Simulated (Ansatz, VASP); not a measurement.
Ni: VASP beside Ansatz

File INCAR:

```
PREC = Accurate
ENCUT = 600
EDIFF = 1E-6
ISMEAR = 0
SIGMA = 0.1
LREAL = False
LASPH = True
NELM = 200
ALGO = Normal
ISIF = 2
LWAVE = False
LCHARG = False
ISPIN = 2
MAGMOM = 0.81
LORBIT = 11
LMAXMIX = 4
GGA = PE
NBANDS = 15
GGA_COMPAT = False
```

File KPOINTS:

```
Automatic mesh
0
Gamma
  8 8 8
```

Contents of POSCAR:

```
Ni
1.0
    0.0000000000      1.7679500000      1.7679500000
    1.7679500000      0.0000000000      1.7679500000
    1.7679500000      1.7679500000      0.0000000000
Ni
1
Direct
    0.9170000000      0.1760000000      0.5060000000
```

Input for Ansatz:

```yaml
crystal:
  lattice:
    - [0.0, 1.76795, 1.76795]
    - [1.76795, 0.0, 1.76795]
    - [1.76795, 1.76795, 0.0]
  atoms:
    - { symbol: Ni, position: [0.917, 0.176, 0.506], spin: 0.81 }
basis:
  ecutwfc: 420
  ecutrho_ratio: 6
kpoints:
  mp_grid: { grid: [8, 8, 8] }
hamiltonian:
  xc: pbe
scf:
  occupations: { method: gaussian, width: 0.1 }
  lower_state_search: "off"
output:
  forces: true
  stress: true
  eigenvalues: true
  populations: true
magnetization:
  spin_polarized: true
```

Alike in both runs: task single point; functional PBE; k mesh 8 × 8 × 8; occupations gaussian, width 0.1 eV; collinear spin.

|  | VASP | Ansatz |
| --- | --- | --- |
| version | VASP 6.6.1 | Ansatz 0.2.0 |
| potentials or method | VASP PAW PBE potentials, release 64 (Ni), cutoff 600 eV | scalar-relativistic, plane waves, PAW |
| valence electrons in the cell | 10 | 18 |

|  | VASP | Ansatz | Ansatz less VASP |
| --- | --- | --- | --- |
| gap on the k mesh at the Fermi level (eV) | none | none | - |
| pressure (GPa) | -2.8 | -2.6 | +0.17 |
| net moment per atom (μB) | 0.70 | 0.70 | +0.002 |
| size of the moment on the site where the two differ most (μB) | 0.71 | 0.74 | +0.027 |

Site moments also hang on the region over which each program counts them. A gap of «none» marks a metal or a gap that the smearing closes. VASP's potentials hold 10 valence electrons a cell and Ansatz's 18, so a difference there can come from the potentials and not from the codes.

The k mesh is coarse, so the values compare programs but aren't converged.
